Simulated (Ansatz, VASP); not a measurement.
# AlP in VASP and in Ansatz

INCAR

```
SYSTEM = AlP
PREC = Accurate
ENCUT = 500
EDIFF = 1E-6
ISMEAR = 0
SIGMA = 0.02
LREAL = .FALSE.
LASPH = .TRUE.
NELM = 120
ALGO = Normal
ISIF = 2
LWAVE = .FALSE.
LCHARG = .TRUE.
GGA = PS
LELF = .TRUE.
LVHAR = .TRUE.
NBANDS = 11
GGA_COMPAT = .FALSE.
```

File KPOINTS:

```
Automatic mesh
0
G
  8 8 8
  0 0 0
```

The input POSCAR:

```
AlP
1.0
    0.0000000000      2.7352604675      2.7352604675
    2.7352604675      0.0000000000      2.7352604675
    2.7352604675      2.7352604675      0.0000000000
Al P
1 1
Direct
    0.0000000000      0.0000000000      0.0000000000
    0.2500000000      0.2500000000      0.2500000000
```

Input for Ansatz:

```yaml
crystal:
  lattice:
    - [0.0, 2.7352604675, 2.7352604675]
    - [2.7352604675, 0.0, 2.7352604675]
    - [2.7352604675, 2.7352604675, 0.0]
  atoms:
    - { symbol: Al, position: [0.0, 0.0, 0.0] }
    - { symbol: P, position: [0.25, 0.25, 0.25] }
basis:
  ecutwfc: 420
kpoints:
  mp_grid: { grid: [8, 8, 8] }
  band_path:
    path:
      - [[0.0, 0.0, 0.0], [-0.5, -0.5, 0.0], [-0.375, -0.375, 0.25]]
      - [[-0.375, 0.0, 0.375], [0.0, 0.0, 0.0], [0.0, 0.0, 0.5], [-0.5, -0.25, 0.25], [-0.5, -0.5, 0.0]]
    npoints: 10
hamiltonian:
  xc: pbesol
scf:
  occupations: { method: gaussian, width: 0.02 }
  n_extra_bands: 7
output:
  forces: true
  stress: true
  eigenvalues: true
  write_density: true
  write_potential: true
  elf: true
  volumetric_format: npy
```

Alike in both runs: task single point; functional PBEsol; k mesh 8 × 8 × 8; occupations gaussian, width 0.02 eV; no spin polarisation.

|  | VASP | Ansatz |
| --- | --- | --- |
| version | VASP 6.6.1 | Ansatz 0.2.0 |
| potentials or method | VASP PAW PBE potentials, release 64 (Al, P), cutoff 500 eV | scalar-relativistic, plane waves, PAW |
| valence electrons in the cell | 8 | 8 |

```csv
,VASP,Ansatz,Ansatz less VASP
gap on the k mesh at the Fermi level (eV),1.45,1.45,+0.003
least direct gap on the mesh (eV),3.15,3.15,-0.006
pressure (GPa),0.0,0.0,-0.03
```

VASP's potentials were made for PBE, not for PBEsol. The functional is the same, so the differences come from potentials, cutoffs and numerics.
